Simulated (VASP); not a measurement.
Wanted: the native input for a VASP 6.6.1 run.

```
Task                   : single point
Functional             : r2SCAN
Potentials or basis    : VASP PAW PBE potentials, release 64 (Hf_pv)
Cutoff                 : 520 eV
k mesh                 : 14 × 14 × 14
Occupations            : fermi-dirac, width 0.1 eV
Spin                   : no spin polarisation
Dipole correction      : no
Further INCAR settings : ALGO = Normal; EDIFF = 1e-06; NBANDS = 11
```

Crystal: Hf.

```
Hf
1.0
    -1.72246    1.72246    1.72246
     1.72246   -1.72246    1.72246
     1.72246    1.72246   -1.72246
Hf
1
Direct
  0.00000 0.00000 0.00000
```

This cell differs from its parent crystal: volume scaled by 0.92.

The input as run:

POSCAR

```
Hf
1.0
   -1.7224581515      1.7224581515      1.7224581515
    1.7224581515     -1.7224581515      1.7224581515
    1.7224581515      1.7224581515     -1.7224581515
Hf
1
Direct
    0.0000000000      0.0000000000      0.0000000000
```

INCAR.step1

```
PREC     = Accurate       # precision mode
ENCUT    = 520            # plane-wave cutoff, eV
ISMEAR   = -1             # smearing method
SIGMA    = 0.1            # smearing width, eV
LREAL    = False          # projectors in reciprocal space
LASPH    = True           # aspherical terms in the spheres
NELM     = 80             # most SCF steps
NBANDS   = 11             # bands
GGA      = PE             # functional
ALGO     = Normal         # electronic algorithm
EDIFF    = 1E-4           # SCF threshold, eV
LWAVE    = True           # write WAVECAR
LCHARG   = False          # write CHGCAR
```

INCAR.step2

```
PREC     = Accurate       # precision mode
ENCUT    = 520            # plane-wave cutoff, eV
EDIFF    = 1E-6           # SCF threshold, eV
ISMEAR   = -1             # smearing method
SIGMA    = 0.1            # smearing width, eV
LREAL    = False          # projectors in reciprocal space
LASPH    = True           # aspherical terms in the spheres
NELM     = 80             # most SCF steps
ALGO     = Normal         # electronic algorithm
ISIF     = 2              # what is computed and relaxed
LWAVE    = False          # write WAVECAR
LCHARG   = False          # write CHGCAR
METAGGA  = R2SCAN         # meta-GGA
LMIXTAU  = True         
NBANDS   = 11             # bands
ISTART   = 1
```

KPOINTS

```
Automatic mesh
0
Gamma
  14 14 14
```

Potentials or basis: VASP PAW PBE potentials, release 64 (Hf_pv).

Command:

```console
$ cat potpaw_PBE.64/Hf_pv/POTCAR > POTCAR
$ cp INCAR.step1 INCAR
$ mpirun -np 1 vasp_std > vasp.out
$ cp INCAR.step2 INCAR
$ mpirun -np 1 vasp_std > vasp.out
```

Results of the run:

| Item | Value |
| --- | --- |
| Pressure | 9.3 GPa |
| Band gap on the k mesh | zero (band 5 reaches 6.92 eV, above the bottom of band 6 at 4.16 eV) |

Caveat: the PAW data sets were made with another functional, which shifts forces and pressure a little; spin-orbit coupling is left out, which moves the levels of the heavy elements.

Wall time 2.5 min on 1 thread of AMD EPYC 7R13, with other jobs on the host, peak memory 0.13 GiB.
